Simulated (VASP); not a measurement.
Wanted: the native input for a VASP 6.6.1 run.

```
Task                   : single point
Functional             : LDA
Potentials or basis    : VASP PAW LDA potentials, release 64 (Cu)
Cutoff                 : 520 eV
k mesh                 : 11 × 11 × 3
Occupations            : fermi-dirac, width 0.05 eV
Spin                   : no spin polarisation
Dipole correction      : no
Further INCAR settings : ALGO = Normal; EDIFF = 1e-06; NBANDS = 30
```

The structure of Cu lies in POSCAR:

```
Cu
1.0
    2.4806147499      0.0000000000      0.0000000000
   -1.2403073749      2.1482753904      0.0000000000
    0.0000000000      0.0000000000      8.1623980967
Cu
4
Direct
    0.0000000000      0.0000000000      0.0000000000
    0.3333333333      0.6666666667      0.2500000000
    0.0000000000      0.0000000000      0.5000000000
    0.6666666667      0.3333333333      0.7500000000
```

This isn't the form of Cu at room conditions, which is fcc.

The input as run:

INCAR

```
SYSTEM = Cu
  PREC = Accurate
  ENCUT = 520
  EDIFF = 1E-6
  ISMEAR = -1
  SIGMA = 0.05
  LREAL = .False.
  LASPH = .True.
  NELM = 80
  ALGO = Normal
  ISIF = 2
  LWAVE = .False.
  LCHARG = .False.
  NBANDS = 30
```

KPOINTS

```
Automatic mesh
0
Gamma
  11 11 3
  0 0 0
```

Potentials or basis: VASP PAW LDA potentials, release 64 (Cu).

The run is started by

```sh
$ cat potpaw_LDA.64/Cu/POTCAR > POTCAR
$ mpirun -np 1 vasp_std > vasp.out
```

It gave:

```json
{"Pressure": "1.0 GPa", "Band gap on the k mesh": "zero (bands 22 and 23 overlap by 4.71 eV)"}
```

Wall time 16 s on 1 thread of Intel(R) Xeon(R) 6975P-C (Granite Rapids) (shared host), peak memory 0.15 GiB.
